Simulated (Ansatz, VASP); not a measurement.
This is a calculation of Si2Ni for VASP 6.6.1.

INCAR

```
SYSTEM = Si2Ni
ALGO = Normal
EDIFF = 1E-6
ENCUT = 690
GGA = PE
GGA_COMPAT = .False.
ISIF = 2
ISMEAR = -1
ISPIN = 2
LASPH = .True.
LCHARG = .False.
LMAXMIX = 4
LORBIT = 11
LREAL = .False.
LWAVE = .False.
MAGMOM = 0.2 0 0
NBANDS = 24
NELM = 200
NUPDOWN = 0.2
PREC = Accurate
SIGMA = 0.05
```

File KPOINTS:

```
k-points
0
Gamma
  7 7 7
  0 0 0
```

Contents of POSCAR:

```
Si2Ni
1.0
    0.0000000000      2.7030000000      2.7030000000
    2.7030000000      0.0000000000      2.7030000000
    2.7030000000      2.7030000000      0.0000000000
Ni Si
1 2
Direct
    0.0000000000      0.0000000000      0.0000000000
    0.7500000000      0.7500000000      0.7500000000
    0.2500000000      0.2500000000      0.2500000000
```

Potentials or basis: VASP PAW PBE potentials, release 64 (Ni_sv_GW, Si).

The run is started by

```sh
$ cat potpaw_PBE.64/Ni_sv_GW/POTCAR potpaw_PBE.64/Si/POTCAR > POTCAR
$ mpirun -np 1 vasp_std > vasp.out
```

**Question.** Set up the same calculation for Ansatz 0.2.0. Potentials there: Ansatz PAW.

**Answer.** As run (the cutoff follows the program's own potentials):

Contents of input.yaml:

```yaml
crystal:
  lattice:
    - [0.0, 2.703, 2.703]
    - [2.703, 0.0, 2.703]
    - [2.703, 2.703, 0.0]
  atoms:
    - { symbol: Ni, position: [0.0, 0.0, 0.0], spin: 0.2 }
    - { symbol: Si, position: [0.75, 0.75, 0.75] }
    - { symbol: Si, position: [0.25, 0.25, 0.25] }
hamiltonian:
  xc: pbe
  pseudopotentials: { kind: paw }
magnetization:
  spin_polarized: true
  initial_magnetization: 0.2
  spin_locking: { lock_magnetization: hard }
kpoints:
  mp_grid: { grid: [7, 7, 7] }
scf:
  occupations: { method: fermi_dirac, width: 0.05 }
  lower_state_search: "off"
output:
  forces: true
  stress: true
  eigenvalues: true
```

Potentials or basis: Ansatz PAW.

Run with:

```sh
$ ansatz run input.yaml --threads 2 --pin off --max-ram 5632MiB --backend cpu --events-out ev --progress --plain --runs-dir out
```

Both were run:

|  | VASP | Ansatz | Ansatz less VASP |
| --- | --- | --- | --- |
| pressure (GPa) | 8.1 | 3.1 | -4.95 |
| net moment per atom (μB) | 0.07 | 0.07 | 0.000 |
| size of the moment on the site where the two differ most (μB) | 0.12 | 0.12 | +0.001 |

Site moments also hang on the region over which each program counts them. One of these differences is far larger than is usual between the two programs; its cause wasn't traced. With one functional, cell and mesh, what is left measures potentials, basis and numerics.
